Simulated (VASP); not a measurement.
# Sb (P6_3/mmc) in VASP: notebook

Sb is run at these levels: PBEsol; tasks: single point.

Everything below comes from runs of VASP 6.6.1. Logs are shortened: lines on timing, memory, paths and dates and some standing lists are left out, and cuts for length are marked.

### 1 The cell of the first run

It takes space group P6_3/mmc (No. 194, hexagonal). The conventional cell has a = 3.358 Å, b = 3.358 Å, c = 5.312 Å, α = 90.00°, β = 90.00°, γ = 120.00°. Within 4.3 Å of Sb (site symmetry -6m2) lie 12 Sb at 3.29 to 3.36 Å.

This isn't the form of Sb at room conditions, which is rhombohedral.

### 2 Single point, PBEsol (25.93 Å³/atom)

INCAR reads:

```
SYSTEM = Sb
  ALGO = Normal
  EDIFF = 1E-6
  ENCUT = 520
  GGA = PS
  ISIF = 2
  ISMEAR = -1
  LASPH = .True.
  LCHARG = .False.
  LREAL = .False.
  LWAVE = .False.
  NBANDS = 12
  NELM = 100
  PREC = Accurate
  SIGMA = 0.05
```

KPOINTS reads:

```
k-points
0
Gamma
  12 12 7
  0 0 0
```

POSCAR reads:

```
Sb
1.0
    3.3577325362      0.0000000000      0.0000000000
   -1.6788662682      2.9078816755      0.0000000000
    0.0000000000      0.0000000000      5.3121737799
Sb
2
Direct
    0.3333333333      0.6666666667      0.2500000000
    0.6666666667      0.3333333333      0.7500000000
```

Potentials or basis: VASP PAW PBE potentials, release 64 (Sb).

Command:

```sh
$ cat potpaw_PBE.64/Sb/POTCAR > POTCAR
$ mpirun -np 1 vasp_std > vasp.out
```

OUTCAR:

```text
SYSTEM = Sb
   EDIFF = 1E-6
   ENCUT = 520
   GGA = PS
   ISIF = 2
   ISMEAR = -1
   LASPH = .True.
   LREAL = .False.
   NELM = 100
   PREC = Accurate

 ion  position               nearest neighbor table
   1  0.333  0.667  0.250-   2 3.29   2 3.29   2 3.29   2 3.29   2 3.29   2 3.29
   2  0.667  0.333  0.750-   1 3.29   1 3.29   1 3.29   1 3.29   1 3.29   1 3.29

  LATTYP: Found a hexagonal cell.
 ALAT       =     3.3577325362
 C/A-ratio  =     1.5820717471

  Lattice vectors:

 A1 = (   3.3577325362,   0.0000000000,   0.0000000000)
 A2 = (  -1.6788662682,   2.9078816755,   0.0000000000)
 A3 = (   0.0000000000,   0.0000000000,   5.3121737799)

Analysis of symmetry for initial positions (statically):
=====================================================================
 Subroutine PRICEL returns:
 Original cell was already a primitive cell.

 Routine SETGRP: Setting up the symmetry group for a
 hexagonal supercell.

 Subroutine GETGRP returns: Found 24 space group operations
 (whereof 12 operations were pure point group operations)
 out of a pool of 24 trial point group operations.

The static configuration has the point symmetry D_3d.
 The point group associated with its full space group is D_6h.

Analysis of symmetry for dynamics (positions and initial velocities):
=====================================================================
 Subroutine PRICEL returns:
 Original cell was already a primitive cell.

 Routine SETGRP: Setting up the symmetry group for a
 hexagonal supercell.

 Subroutine GETGRP returns: Found 24 space group operations
 (whereof 12 operations were pure point group operations)
 out of a pool of 24 trial point group operations.

The dynamic configuration has the point symmetry D_3d.
 The point group associated with its full space group is D_6h.

 Subroutine INISYM returns: Found 24 space group operations
 (whereof 12 operations are pure point group operations),
 and found     1 'primitive' translations

----------------------------------------------------------------------------------------

                                     Primitive cell

  volume of cell :      51.8675

  direct lattice vectors                    reciprocal lattice vectors
     3.357732536  0.000000000  0.000000000     0.297820029  0.171946474  0.000000000
    -1.678866268  2.907881676  0.000000000     0.000000000  0.343892947  0.000000000
     0.000000000  0.000000000  5.312173780     0.000000000  0.000000000  0.188246854

  length of vectors
     3.357732536  3.357732536  5.312173780     0.343892947  0.343892947  0.188246854

  position of ions in fractional coordinates (direct lattice)
     0.333333333  0.666666667  0.250000000
[... 91 lines left out ...]
   EMIN   =  10.00;   EMAX   =-10.00  energy-range for DOS
   EFERMI =   0.00;   METHOD = LEGACY
   ISMEAR =    -1;   SIGMA  =   0.05  broadening in eV -4-tet -1-fermi 0-gaus
   EFERMI_NEDOS =   21; number of points for ismear=-14 and -15
   IALGO  =     38    algorithm
   IMIX   =      4    mixing-type and parameters
     AMIX     =   0.40;   BMIX     =  1.00
     AMIX_MAG =   1.60;   BMIX_MAG =  1.00
  volume/ion in A,a.u.               =      25.93       175.01
  Fermi-wavevector in a.u.,A,eV,Ry     =   0.945750  1.787209 12.169643  0.894444
  Thomas-Fermi vector in A             =   2.073682
   LORBIT       =      0    0 simple, 1 ext, 2 COOP (PROOUT), +10 PAW based schemes
   GGA     = PS    functional components
   LHFCALC =     F    Hartree Fock is set to
   AEXX    =    0.0000 exact exchange contribution
   IVDW    =     0    specifies the selected vdW correction
   LEPSILON=     F    determine dielectric tensor
   LRPA    =     F    only Hartree local field effects (RPA)
 non-spin polarized calculation
  energy-cutoff  :      520.00
  volume of cell :       51.87
 maximum number of plane-waves:      1412
 NGX is ok and might be reduce to    28
   NGX = 13   NGY = 13   NGZ = 19

 number of electron      10.0000000 magnetization

 Free energy of the ion-electron system (eV)
  ---------------------------------------------------
  ext. energy  EPLUGINS =         0.00000000
  ---------------------------------------------------
  free energy    TOTEN  =        -8.68057765 eV

  energy without entropy =       -8.67001244  energy(sigma->0) =       -8.67529505

 E-fermi :   8.9025     XC(G=0): -10.4947

 val. band max:        8.8943226898   @ k =   0.1667   0.0000   0.0000
 cond. band min:       8.9193713648   @ k =   0.3333   0.2500   0.0000
 fundamental gap:      0.0250486750
 Fermi energy:         8.9025101758

 k-point     1 :       0.0000    0.0000    0.0000
  band No.  band energies     occupation
      1      -4.3674      2.00000
      2      -0.0747      2.00000
      3       2.8610      2.00000
      4      12.2566      0.00000
      5      12.2566      0.00000
      6      14.0773      0.00000
      7      14.0773      0.00000
      8      15.0324      0.00000
      9      16.3416      0.00000
     10      17.7123      0.00000
     11      18.8482      0.00000
     12      18.8482      0.00000
[... 331 lines left out ...]
 k-point    24 :       0.3333    0.0000    0.1429
  band No.  band energies     occupation
      1      -2.3283      2.00000
      2       0.8825      2.00000
      3       4.6126      2.00000
      4       6.0202      2.00000
      5       7.8969      2.00000
      6       9.6348      0.00000
      7      11.4568      0.00000
      8      12.8371      0.00000
      9      13.8253      0.00000
     10      16.1383      0.00000
     11      17.9579      0.00000
     12      18.7834      0.00000

 [... further k-points ...]

------------------------ aborting loop because EDIFF is reached ----------------------------------------

  FORCE on cell =-STRESS in cart. coord.  units (eV):
  Direction    XX          YY          ZZ          XY          YZ          ZX
  --------------------------------------------------------------------------------------
  -------------------------------------------------------------------------------------
  Total        0.3092558      0.3092558     -0.0970373     -0.0000000     -0.0000000     -0.0000000
  in kB        9.5528592      9.5528592     -2.9974662     -0.0000000     -0.0000000     -0.0000000
  external PRESSURE =       5.3694174 kB  Pullay stress =       0.0000000 kB

 VOLUME and BASIS-vectors are now :
 -----------------------------------------------------------------------------
  energy-cutoff  :      520.00
  volume of cell :       51.87
      direct lattice vectors                 reciprocal lattice vectors
     3.357732536  0.000000000  0.000000000     0.297820029  0.171946474  0.000000000
    -1.678866268  2.907881676  0.000000000     0.000000000  0.343892947  0.000000000
     0.000000000  0.000000000  5.312173780     0.000000000  0.000000000  0.188246854

 POSITION                                       TOTAL-FORCE (eV/Angst)
 -----------------------------------------------------------------------------------
     -0.00000      1.93859      1.32804         0.000000      0.000000      0.000000
      1.67887      0.96929      3.98413        -0.000000     -0.000000      0.000000
 -----------------------------------------------------------------------------------
    total drift:                               -0.000000      0.000000     -0.000000

  FREE ENERGIE OF THE ION-ELECTRON SYSTEM (eV)
  ---------------------------------------------------
  free  energy   TOTEN  =        -8.6805776541 eV

  energy  without entropy=       -8.6700124382  energy(sigma->0) =       -8.67529505
```

Wall time 44 s (1 thread of Intel Xeon 8259CL, shared host); peak memory 0.2 GiB.

Results:

```
Free energy            : -8.6806 eV
Pressure               : 0.5 GPa
Band gap on the k mesh : zero (bands 5 and 6 overlap by 7.07 eV)
```

Stress tensor (GPa, compression positive):
```
 0.96  0.00  0.00
 0.00  0.96  0.00
 0.00  0.00 -0.30
```

Caveat: the PAW data sets were made with another functional, which shifts forces and pressure a little; spin-orbit coupling is left out, which moves the levels of the heavy elements.

### 3 Single point, PBEsol (zz strain of -2 %)

INCAR reads:

```
SYSTEM = Sb
ALGO     = Normal         ! electronic algorithm
EDIFF    = 1E-6           ! SCF threshold, eV
ENCUT    = 520            ! plane-wave cutoff, eV
GGA      = PS             ! functional
ISIF     = 2              ! what is computed and relaxed
ISMEAR   = -1             ! smearing method
LASPH    = .TRUE.         ! aspherical terms in the spheres
LCHARG   = .FALSE.        ! write CHGCAR
LREAL    = .FALSE.        ! projectors in reciprocal space
LWAVE    = .FALSE.        ! write WAVECAR
NBANDS   = 12             ! bands
NELM     = 80             ! most SCF steps
PREC     = Accurate       ! precision mode
SIGMA    = 0.05           ! smearing width, eV
```

KPOINTS reads:

```
k-points
0
G
  12 12 7
  0 0 0
```

POSCAR reads:

```
Sb
1.0
    3.3690001795      0.0000000000      0.0000000000
   -1.6845000898      2.9176397408      0.0000000000
    0.0000000000      0.0000000000      5.2234000000
Sb
2
Direct
    0.3333333333      0.6666666667      0.2500000000
    0.6666666667      0.3333333333      0.7500000000
```

Potentials or basis: VASP PAW PBE potentials, release 64 (Sb).

Command:

```sh
$ cat potpaw_PBE.64/Sb/POTCAR > POTCAR
$ mpirun -np 1 vasp_std > vasp.out
```

Run time: 48 s. Hardware: 1 thread of Intel Xeon 8259CL, shared host; peak memory 0.2 GiB.

The run converged. Its results:

* Free energy: -8.6813 eV
* Pressure: 1.3 GPa
* Band gap on the k mesh: zero (bands 5 and 6 overlap by 6.93 eV)

Stress tensor (GPa, compression positive):
```
1.36 0.00 0.00
0.00 1.36 0.00
0.00 0.00 1.16
```

Levels at points of the mesh, in eV from the Fermi level:
```
           k point  band 2  band 3  band 4  band 5  band 6  band 7  band 8  band 9
(0.00, 0.00, 0.00)   -8.76   -6.03    3.20    3.20    5.12    5.12    6.51    7.26
(0.50, 0.00, 0.00)   -8.29   -4.14   -2.77   -2.47   -0.22   -0.04    3.93    4.10
```

Caveat: the cell differs from its parent crystal (zz strain of -2 %); the PAW data sets were made with another functional, which shifts forces and pressure a little; spin-orbit coupling is left out, which moves the levels of the heavy elements.

The gap in the log of VASP goes by the Fermi energy; the results here count the filled bands.